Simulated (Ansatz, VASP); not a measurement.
# One calculation of AlAs, two programs

```xyz
2
Lattice="0.0000 2.8400 2.8400 2.8400 0.0000 2.8400 2.8400 2.8400 0.0000" Properties=species:S:1:pos:R:3 pbc="T T T"
Al    0.0000    0.0000    0.0000
As    1.4200    1.4200    1.4200
```

Alike in both runs: task single point; functional LDA; k mesh 6 × 6 × 6; occupations gaussian, width 0.1 eV; no spin polarisation.

```csv
,VASP,Ansatz
version,VASP 6.6.1,Ansatz 0.2.0
potentials or method,"VASP PAW LDA potentials, release 64 (Al, As), cutoff 500 eV","scalar-relativistic, plane waves, PAW"
valence electrons in the cell,8,18
```

Ansatz gave:

```
gap on the k mesh at the Fermi level (eV) : 1.36
least direct gap on the mesh (eV)         : 1.77
pressure (GPa)                            : -1.9
```

Q: Estimate VASP's values.

A: gap on the k mesh at the Fermi level (eV): 1.35; least direct gap on the mesh (eV): 1.80; pressure (GPa): -1.6.

Ansatz warns that its potentials were made for another functional, while VASP's fit it. LDA's correlation is that of Perdew and Zunger in VASP and of Perdew and Wang (1992) in Ansatz. VASP's potentials hold 8 valence electrons a cell and Ansatz's 18, so a difference there can come from the potentials and not from the codes.
